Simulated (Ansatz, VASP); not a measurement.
## AlH4: VASP beside Ansatz

```
Al H
1.0
     3.32176    0.00000    0.00000
    -1.66088    2.87673    0.00000
     0.00000    0.00000    4.59286
Al H
1 4
Direct
  0.00000 0.00000 0.00000
  0.33333 0.66667 0.00000
  0.66667 0.33333 0.00000
  0.00000 0.00000 0.38283
  0.00000 0.00000 0.61717
```

Alike in both runs: functional PBE; k mesh 6 × 6 × 6; occupations gaussian, width 0.1 eV; no spin polarisation.

Ansatz relaxed the structure, and its values are those at the end. VASP's run is a single point on that final structure, the one shown.

|  | VASP | Ansatz |
| --- | --- | --- |
| version | VASP 6.6.1 | Ansatz 0.2.0 |
| potentials or method | VASP PAW PBE potentials, release 64 (Al, H), cutoff 520 eV | scalar-relativistic, plane waves, PAW |
| valence electrons in the cell | 7 | 7 |

|  | VASP | Ansatz | Ansatz less VASP |
| --- | --- | --- | --- |
| gap on the k mesh at the Fermi level (eV) | none | none | - |
| pressure (GPa) | -0.3 | -0.1 | +0.19 |

A gap of «none» marks a metal or a gap that the smearing closes. The functional is the same, so the differences come from potentials, cutoffs and numerics.

The k mesh is coarse, so the values compare programs but aren't converged.
